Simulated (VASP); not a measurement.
# In2S in VASP: notebook

In2S is run at these levels: PBE; tasks: single point, relaxation of cell and atoms.

Program: VASP 6.6.1. These are calculated values, not measurements. Logs are shortened: lines on timing, memory, paths and dates and some standing lists are left out, and cuts for length are marked.

## Step 1: The cell of the first run

It takes space group P-3m1 (No. 164, trigonal). Conventional cell: a = 4.150 Å, b = 4.150 Å, c = 5.394 Å, α = 90.00°, β = 90.00°, γ = 120.00°. Within 3.8 Å of In (site symmetry 3m) lie 3 S at 2.88 Å and 3 In at 3.25 Å. Within 3.8 Å of S (site symmetry -3m) lie 6 In at 2.88 Å.

The cell was built from a structure type or drawn by symmetry, and may not be a known phase.

## Step 2: Single point, PBE

File INCAR:

```
SYSTEM = In2S
PREC = Accurate
ENCUT = 520
EDIFF = 1E-6
ISMEAR = 0
SIGMA = 0.1
LREAL = .FALSE.
LASPH = .TRUE.
NELM = 100
ALGO = Normal
ISIF = 2
LWAVE = .FALSE.
LCHARG = .FALSE.
GGA = PE
NBANDS = 23
```

File KPOINTS:

```
Automatic mesh
0
G
  6 6 4
  0 0 0
```

File POSCAR:

```
In2S
1.0
    4.1495164960     -0.0000000028      0.0000000000
   -2.0747582456      3.5935867004      0.0000000000
    0.0000000000      0.0000000000      5.3939598385
In S
2 1
Direct
    0.3333333333      0.6666666667      0.2960350642
    0.6666666667      0.3333333333      0.7039649358
    0.0000000000      0.0000000000      0.0000000000
```

Potentials or basis: VASP PAW PBE potentials, release 64 (In_d, S).

Command:

```console
$ cat potpaw_PBE.64/In_d/POTCAR potpaw_PBE.64/S/POTCAR > POTCAR
$ mpirun -np 1 vasp_std > vasp.out
```

OUTCAR:

```text
SYSTEM = In2S
   PREC = Accurate
   ENCUT = 520
   EDIFF = 1E-6
   ISMEAR = 0
   LREAL = .FALSE.
   LASPH = .TRUE.
   NELM = 100
   ISIF = 2
   GGA = PE

 ion  position               nearest neighbor table
   1  0.333  0.667  0.296-   3 2.88   3 2.88   3 2.88   2 3.25   2 3.25   2 3.25   2 3.99   2 3.99
                             2 3.99
   2  0.667  0.333  0.704-   3 2.88   3 2.88   3 2.88   1 3.25   1 3.25   1 3.25   1 3.99   1 3.99
                             1 3.99
   3  0.000  0.000  0.000-   1 2.88   2 2.88   2 2.88   1 2.88   2 2.88   1 2.88

  LATTYP: Found a hexagonal cell.
 ALAT       =     4.1495164960
 C/A-ratio  =     1.2999008062

  Lattice vectors:

 A1 = (   4.1495164960,  -0.0000000028,   0.0000000000)
 A2 = (  -2.0747582456,   3.5935867004,   0.0000000000)
 A3 = (   0.0000000000,   0.0000000000,   5.3939598385)

Analysis of symmetry for initial positions (statically):
=====================================================================
 Subroutine PRICEL returns:
 Original cell was already a primitive cell.

 Routine SETGRP: Setting up the symmetry group for a
 hexagonal supercell.

 Subroutine GETGRP returns: Found 12 space group operations
 (whereof 12 operations were pure point group operations)
 out of a pool of 24 trial point group operations.

The static configuration has the point symmetry D_3d.

Analysis of symmetry for dynamics (positions and initial velocities):
=====================================================================
 Subroutine PRICEL returns:
 Original cell was already a primitive cell.

 Routine SETGRP: Setting up the symmetry group for a
 hexagonal supercell.

 Subroutine GETGRP returns: Found 12 space group operations
 (whereof 12 operations were pure point group operations)
 out of a pool of 24 trial point group operations.

The dynamic configuration has the point symmetry D_3d.

 Subroutine INISYM returns: Found 12 space group operations
 (whereof 12 operations are pure point group operations),
 and found     1 'primitive' translations

----------------------------------------------------------------------------------------

                                     Primitive cell

  volume of cell :      80.4328

  direct lattice vectors                    reciprocal lattice vectors
     4.149516496 -0.000000003  0.000000000     0.240991933  0.139136757  0.000000000
    -2.074758246  3.593586700  0.000000000     0.000000000  0.278273514  0.000000000
     0.000000000  0.000000000  5.393959838     0.000000000  0.000000000  0.185392556

  length of vectors
     4.149516496  4.149516496  5.393959838     0.278273514  0.278273514  0.185392556

  position of ions in fractional coordinates (direct lattice)
     0.333333333  0.666666667  0.296035064
     0.666666667  0.333333333  0.703964936
     0.000000000  0.000000000  0.000000000

  ion indices of the primitive-cell ions
   primitive index   ion index
                 1           1
                 2           2
                 3           3

----------------------------------------------------------------------------------------

 KPOINTS: Automatic mesh

Automatic generation of k-mesh.
 Grid dimensions read from file:
 generate k-points for:    6    6    4

 Generating k-lattice:

  Cartesian coordinates                     Fractional coordinates (reciprocal lattice)
     0.040165322  0.023189460  0.000000000     0.166666667  0.000000000  0.000000000
     0.000000000  0.046378919  0.000000000     0.000000000  0.166666667  0.000000000
     0.000000000  0.000000000  0.046348139     0.000000000  0.000000000  0.250000000

  Length of vectors
     0.046378919  0.046378919  0.046348139

  Shift w.r.t. Gamma in fractional coordinates (k-lattice)
     0.000000000  0.000000000  0.000000000

 Subroutine IBZKPT returns following result:
 ===========================================

 Found     24 irreducible k-points:

 Following reciprocal coordinates:
            Coordinates               Weight
  0.000000  0.000000  0.000000      1.000000
  0.166667  0.000000  0.000000      6.000000
  0.333333  0.000000  0.000000      6.000000
  0.500000  0.000000  0.000000      3.000000
  0.166667  0.166667  0.000000      6.000000
  0.333333  0.166667  0.000000     12.000000
[... 16 lines left out ...]
  0.333333  0.166667  0.500000     12.000000
  0.333333  0.333333  0.500000      2.000000
   k-points           NKPTS =     24   k-points in BZ     NKDIM =     24   number of bands    NBANDS=     23
   number of dos      NEDOS =    301   number of ions     NIONS =      3
   total plane-waves  NPLWV =  40960
   dimension x,y,z NGX =    32 NGY =   32 NGZ =   40
   dimension x,y,z NGXF=    64 NGYF=   64 NGZF=   80
   ions per type =               2   1
   NGX,Y,Z   is equivalent  to a cutoff of  12.82, 12.82, 12.33 a.u.
   NGXF,Y,Z  is equivalent  to a cutoff of  25.64, 25.64, 24.66 a.u.
 SYSTEM =  In2S
   PREC   = accura    normal or accurate (medium, high low for compatibility)
   ISTART =      0    job   : 0-new  1-cont  2-samecut
   ICHARG =      2    charge: 1-file 2-atom 10-const
   ISPIN  =      1    spin polarized calculation?
   LNONCOLLINEAR =      F non collinear calculations
   LSORBIT =      F    spin-orbit coupling
   LASPH  =      T    aspherical Exc in radial PAW
   ENCUT  =  520.0 eV  38.22 Ry    6.18 a.u.   7.72  7.72 10.03*2*pi/ulx,y,z
   NELM   =    100;   NELMIN=  2; NELMDL= -5     # of ELM steps
   EDIFF  = 0.1E-05   stopping-criterion for ELM
   LREAL  =      F    real-space projection
   EDIFFG = 0.1E-04   stopping-criterion for IOM
   NSW    =      0    number of steps for IOM
   IBRION =     -1    ionic relax: 0-MD 1-quasi-New 2-CG
   NFREE  =      0    steps in history (QN), initial steepest desc. (CG)
   ISIF   =      2    stress and relaxation
   ISYM   =      2    0-nonsym 1-usesym 2-fastsym
   POTIM  = 0.5000    time-step for ionic-motion
   TEBEG  =    0.0;   TEEND  =   0.0 temperature during run
   PSTRESS=    0.0 pullay stress
   NELECT =      32.0000    total number of electrons
   NUPDOWN=      -1.0000    fix difference up-down
   EMIN   =  10.00;   EMAX   =-10.00  energy-range for DOS
   EFERMI =   0.00;   METHOD = LEGACY
   ISMEAR =     0;   SIGMA  =   0.10  broadening in eV -4-tet -1-fermi 0-gaus
   EFERMI_NEDOS =   21; number of points for ismear=-14 and -15
   IALGO  =     38    algorithm
   IMIX   =      4    mixing-type and parameters
     AMIX     =   0.40;   BMIX     =  1.00
     AMIX_MAG =   1.60;   BMIX_MAG =  1.00
  volume/ion in A,a.u.               =      26.81       180.93
  Fermi-wavevector in a.u.,A,eV,Ry     =   1.204057  2.275338 19.725091  1.449753
  Thomas-Fermi vector in A             =   2.339793
   LORBIT       =      0    0 simple, 1 ext, 2 COOP (PROOUT), +10 PAW based schemes
   GGA     = PE    functional components
   LHFCALC =     F    Hartree Fock is set to
   AEXX    =    0.0000 exact exchange contribution
   IVDW    =     0    specifies the selected vdW correction
   LEPSILON=     F    determine dielectric tensor
   LRPA    =     F    only Hartree local field effects (RPA)
 non-spin polarized calculation
 Gauss-broadening in eV      SIGMA  =   0.10
  energy-cutoff  :      520.00
  volume of cell :       80.43
 maximum number of plane-waves:      2192
 NGX is ok and might be reduce to    32
   NGX = 15   NGY = 15   NGZ = 21

 number of electron      31.9999995 magnetization

 Free energy of the ion-electron system (eV)
  ---------------------------------------------------
  ext. energy  EPLUGINS =         0.00000000
  ---------------------------------------------------
  free energy    TOTEN  =       -10.12111735 eV

  energy without entropy =      -10.11563866  energy(sigma->0) =      -10.11837801

 E-fermi :   6.2059     XC(G=0):  -9.4883

 val. band max:        6.1825748447   @ k =   0.5000   0.0000   0.5000
 cond. band min:       6.3052566954   @ k =   0.0000   0.1667   0.2500
 fundamental gap:      0.1226818507
 Fermi energy:         6.2058759197

 k-point     1 :       0.0000    0.0000    0.0000
  band No.  band energies     occupation
      1      -8.7678      2.00000
      2      -8.7678      2.00000
      3      -8.7054      2.00000
      4      -8.6792      2.00000
      5      -8.6792      2.00000
      6      -8.5819      2.00000
[... 15 lines left out ...]
     22      12.5423      0.00000
     23      14.2305      0.00000

 k-point     2 :       0.1667    0.0000    0.0000
  band No.  band energies     occupation
      1      -8.7784      2.00000
      2      -8.7709      2.00000
      3      -8.7019      2.00000
      4      -8.6827      2.00000
      5      -8.6624      2.00000
      6      -8.5975      2.00000
[... 15 lines left out ...]
     22      12.2209      0.00000
     23      12.4455      0.00000

 k-point     3 :       0.3333    0.0000    0.0000
  band No.  band energies     occupation
      1      -8.8633      2.00000
      2      -8.7798      2.00000
      3      -8.7167      2.00000
      4      -8.6653      2.00000
      5      -8.6267      2.00000
      6      -8.6119      2.00000
[... 15 lines left out ...]
     22      11.0970      0.00000
     23      11.7951      0.00000

 k-point     4 :       0.5000    0.0000    0.0000
  band No.  band energies     occupation
      1      -8.9163      2.00000
      2      -8.7854      2.00000
      3      -8.7247      2.00000
      4      -8.6581      2.00000
      5      -8.6048      2.00000
      6      -8.5842      2.00000
[... 15 lines left out ...]
     22      11.1214      0.00000
     23      12.4723      0.00000

 k-point     5 :       0.1667    0.1667    0.0000
  band No.  band energies     occupation
      1      -8.8555      2.00000
      2      -8.7554      2.00000
      3      -8.7029      2.00000
      4      -8.6863      2.00000
      5      -8.6183      2.00000
      6      -8.6179      2.00000
[... 15 lines left out ...]
     22      12.4154      0.00000
     23      12.6425      0.00000

 k-point     6 :       0.3333    0.1667    0.0000
  band No.  band energies     occupation
      1      -8.9461      2.00000
      2      -8.7418      2.00000
      3      -8.6997      2.00000
      4      -8.6671      2.00000
      5      -8.6300      2.00000
      6      -8.6024      2.00000
[... 15 lines left out ...]
     22      12.5919      0.00000
     23      13.0402      0.00000

 k-point     7 :       0.3333    0.3333    0.0000
  band No.  band energies     occupation
      1      -8.9911      2.00000
      2      -8.6817      2.00000
      3      -8.6817      2.00000
      4      -8.6740      2.00000
      5      -8.6412      2.00000
      6      -8.6412      2.00000
[... 353 lines left out ...]
     22      12.4510      0.00000
     23      12.6645      0.00000

 k-point    21 :       0.5000    0.0000    0.5000
  band No.  band energies     occupation
      1      -8.8787      2.00000
      2      -8.7435      2.00000
      3      -8.7387      2.00000
      4      -8.6944      2.00000
      5      -8.5943      2.00000
      6      -8.5903      2.00000
[... 15 lines left out ...]
     22      12.8506      0.00000
     23      13.2827      0.00000

 k-point    22 :       0.1667    0.1667    0.5000
  band No.  band energies     occupation
      1      -8.8716      2.00000
      2      -8.7623      2.00000
      3      -8.6886      2.00000
      4      -8.6686      2.00000
      5      -8.6427      2.00000
      6      -8.6153      2.00000
[... 15 lines left out ...]
     22      12.5443      0.00000
     23      13.5495      0.00000

 k-point    23 :       0.3333    0.1667    0.5000
  band No.  band energies     occupation
      1      -8.8604      2.00000
      2      -8.7532      2.00000
      3      -8.7032      2.00000
      4      -8.6777      2.00000
      5      -8.6263      2.00000
      6      -8.6172      2.00000
[... 15 lines left out ...]
     22      12.4423      0.00000
     23      13.4171      0.00000

 k-point    24 :       0.3333    0.3333    0.5000
  band No.  band energies     occupation
      1      -8.8060      2.00000
      2      -8.7577      2.00000
      3      -8.6940      2.00000
      4      -8.6940      2.00000
      5      -8.6520      2.00000
      6      -8.6190      2.00000
[... 15 lines left out ...]
     22      11.9867      0.00000
     23      14.7382      0.00000

------------------------ aborting loop because EDIFF is reached ----------------------------------------

  FORCE on cell =-STRESS in cart. coord.  units (eV):
  Direction    XX          YY          ZZ          XY          YZ          ZX
  --------------------------------------------------------------------------------------
  -------------------------------------------------------------------------------------
  Total        0.0703241      0.0703241     -0.0338548     -0.0000000      0.0000000     -0.0000000
  in kB        1.4008179      1.4008179     -0.6743689     -0.0000000      0.0000000     -0.0000000
  external PRESSURE =       0.7090890 kB  Pullay stress =       0.0000000 kB

 VOLUME and BASIS-vectors are now :
 -----------------------------------------------------------------------------
  energy-cutoff  :      520.00
  volume of cell :       80.43
      direct lattice vectors                 reciprocal lattice vectors
     4.149516496 -0.000000003  0.000000000     0.240991933  0.139136757  0.000000000
    -2.074758246  3.593586700  0.000000000     0.000000000  0.278273514  0.000000000
     0.000000000  0.000000000  5.393959838     0.000000000  0.000000000  0.185392556

 POSITION                                       TOTAL-FORCE (eV/Angst)
 -----------------------------------------------------------------------------------
      0.00000      2.39572      1.59680        -0.000000      0.000000     -0.008035
      2.07476      1.19786      3.79716         0.000000     -0.000000      0.008035
      0.00000      0.00000      0.00000        -0.000000      0.000000      0.000000
 -----------------------------------------------------------------------------------
    total drift:                                0.000000     -0.000000     -0.000000

  FREE ENERGIE OF THE ION-ELECTRON SYSTEM (eV)
  ---------------------------------------------------
  free  energy   TOTEN  =       -10.1211173525 eV

  energy  without entropy=      -10.1156386649  energy(sigma->0) =      -10.11837801
```

It took 27 s on 1 thread of AMD EPYC 9R45 (Zen 5), shared host; peak memory 0.18 GiB.

Results:

```yaml
Free_energy: -10.1211 eV
Pressure: 0.1 GPa
Largest_force: 0.008 eV/Å
Band_gap_on_the_k_mesh: zero (bands 16 and 17 overlap by 0.93 eV)
```

Forces on the atoms (eV/Å):
```
In   0.000  0.000 -0.008
In   0.000  0.000  0.008
S    0.000  0.000  0.000
```

Caveat: spin-orbit coupling is left out, which moves the levels of the heavy elements.

## Step 3: Single point, PBE

This run uses another cell than the first one, of 30.48 Å³/atom.

File INCAR:

```
SYSTEM = In2S
PREC = Accurate ; ENCUT = 520
EDIFF = 1E-6 ; ISMEAR = 0
SIGMA = 0.1 ; LREAL = .FALSE.
LASPH = .TRUE. ; NELM = 80
ALGO = Normal ; ISIF = 2
LWAVE = .FALSE. ; LCHARG = .FALSE.
GGA = PE ; NBANDS = 23
```

File KPOINTS:

```
regular mesh
0
G
  6 6 4
  0 0 0
```

File POSCAR:

```
In2S
1.0
    4.2758346300      0.0000000000      0.0000000000
   -2.1379173100      3.7029814100      0.0000000000
    0.0000000000      0.0000000000      5.7751516500
In S
2 1
Direct
    0.3333333300      0.6666666700      0.4000000100
    0.6666666700      0.3333333300      0.5999999900
    0.0000000000      0.0000000000      0.0000000000
```

Potentials or basis: VASP PAW PBE potentials, release 64 (In_d, S).

Command:

```console
$ cat potpaw_PBE.64/In_d/POTCAR potpaw_PBE.64/S/POTCAR > POTCAR
$ mpirun -np 1 vasp_std > vasp.out
```

OUTCAR:

```text
SYSTEM = In2S
   PREC = Accurate
   ENCUT = 520
   EDIFF = 1E-6
   ISMEAR = 0
   LREAL = .FALSE.
   LASPH = .TRUE.
   NELM = 80
   ISIF = 2
   GGA = PE

 ion  position               nearest neighbor table
   1  0.333  0.667  0.400-   2 2.73   2 2.73   2 2.73   3 3.38   3 3.38   3 3.38
   2  0.667  0.333  0.600-   1 2.73   1 2.73   1 2.73   3 3.38   3 3.38   3 3.38
   3  0.000  0.000  0.000-   1 3.38   2 3.38   1 3.38   2 3.38   2 3.38   1 3.38

  LATTYP: Found a hexagonal cell.
 ALAT       =     4.2758346300
 C/A-ratio  =     1.3506489726

  Lattice vectors:
[... 812 lines left out ...]

  FORCE on cell =-STRESS in cart. coord.  units (eV):
  Direction    XX          YY          ZZ          XY          YZ          ZX
  --------------------------------------------------------------------------------------
  -------------------------------------------------------------------------------------
  Total        1.8740932      1.8740932     -5.4237070      0.0000000      0.0000000     -0.0000000
  in kB       32.8371866     32.8371866    -95.0322420      0.0000000      0.0000000     -0.0000000
  external PRESSURE =      -9.7859562 kB  Pullay stress =       0.0000000 kB

 VOLUME and BASIS-vectors are now :
 -----------------------------------------------------------------------------
  energy-cutoff  :      520.00
  volume of cell :       91.44
      direct lattice vectors                 reciprocal lattice vectors
     4.275834630  0.000000000  0.000000000     0.233872469  0.135026332  0.000000000
    -2.137917310  3.702981410  0.000000000     0.000000000  0.270052665  0.000000000
     0.000000000  0.000000000  5.775151650     0.000000000  0.000000000  0.173155626

 POSITION                                       TOTAL-FORCE (eV/Angst)
 -----------------------------------------------------------------------------------
     -0.00000      2.46865      2.31006         0.000000     -0.000000     -2.668837
      2.13792      1.23433      3.46509        -0.000000      0.000000      2.668837
      0.00000      0.00000      0.00000        -0.000000      0.000000      0.000000
 -----------------------------------------------------------------------------------
    total drift:                                0.000000     -0.000000      0.000000

  FREE ENERGIE OF THE ION-ELECTRON SYSTEM (eV)
  ---------------------------------------------------
  free  energy   TOTEN  =        -8.0158928737 eV

  energy  without entropy=       -8.0011432516  energy(sigma->0) =       -8.00851806
```

Run time: 30 s. Hardware: 1 thread of AMD EPYC 9R45 (Zen 5), shared host; peak memory 0.19 GiB.

What came out:

- Free energy: -8.0159 eV
- Pressure: -1.0 GPa
- Largest force: 2.669 eV/Å
- Band gap on the k mesh: zero (bands 16 and 17 overlap by 2.95 eV)

Forces on the atoms (eV/Å):
```
In   0.000  0.000 -2.669
In   0.000  0.000  2.669
S    0.000  0.000  0.000
```

Caveat: spin-orbit coupling is left out, which moves the levels of the heavy elements; forces of over 1 eV/Å act on the atoms, so gaps and moduli don't describe the material at rest.

[end of part 1 of 3]
